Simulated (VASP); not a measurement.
## CaSe: relaxation of cell and atoms with PBE

The system is CaSe.

```
Ca Se
1.0
     3.68022    0.00000    0.00000
     0.00000    3.68022    0.00000
     0.00000    0.00000    3.68022
Ca Se
1 1
Direct
  0.00000 0.00000 0.00000
  0.50000 0.50000 0.50000
```

| Quantity | Value |
| --- | --- |
| Program | VASP 6.6.1 |
| Task | relaxation of cell and atoms |
| Functional | PBE |
| Potentials or basis | VASP PAW PBE potentials, release 64 (Ca_sv, Se) |
| Cutoff | 600 eV |
| k mesh | 6 × 6 × 6 |
| Occupations | fermi-dirac, width 0.02 eV |
| Spin | no spin polarisation |
| Dipole correction | no |
| Further INCAR settings | ALGO = Normal; EDIFF = 1e-06; IBRION = 2; EDIFFG = -0.005; NSW = 80; ISIF = 3 |

| Item | Value |
| --- | --- |
| Relaxed volume | 24.42 Å³/atom |
| Relaxed cell | a = 3.655 Å, b = 3.655 Å, c = 3.655 Å, α = 90.00°, β = 90.00°, γ = 90.00° |
| Space group after relaxing (to 0.1 Å) | Pm-3m (No. 221) |
| Energy gained by relaxing | 1.6 meV/atom |
| Ionic steps | 3 |
| Pressure after relaxing | 0.0 GPa |
| Band gap on the k mesh | 0.78 eV |

The path:
```
step  energy change (eV)  largest force (eV/Å)  pressure (GPa)  volume (Å³)
   1              0.0000                0.0000           -0.99        49.85
   2             -0.0032                0.0000            0.10        48.74
   3             -0.0032                0.0000            0.02        48.83
```

Final structure:
```
CELL_PARAMETERS angstrom
3.65515 0.00000 0.00000
0.00000 3.65515 0.00000
0.00000 0.00000 3.65515
ATOMIC_POSITIONS crystal
Ca 0.00000 0.00000 0.00000
Se 0.50000 0.50000 0.50000
```

Levels at points of the mesh, in eV from the valence-band top:
```csv
k point,band 4,band 5,band 6,band 7,band 8,band 9,band 10,band 11,band 12
"(0.00, 0.00, 0.00)",-22.29,-12.95,-0.85,-0.85,-0.85,1.12,1.12,1.99,4.34
"(0.50, 0.00, 0.00)",-22.28,-12.24,-4.83,-1.02,-1.02,2.03,4.55,4.59,4.74
"(0.50, 0.50, 0.00)",-22.26,-11.94,-3.49,-3.49,0.00,0.78,2.91,3.17,3.17
"(0.50, 0.50, 0.50)",-22.40,-11.40,-3.61,-3.61,-3.61,3.83,3.83,3.83,5.36
```

It took 30 s on 1 thread of Intel(R) Xeon(R) Platinum 8259CL CPU @ 2.50GHz (Skylake/Cascade Lake), on a shared host, peak memory 0.18 GiB.

A k mesh can miss the band edges.
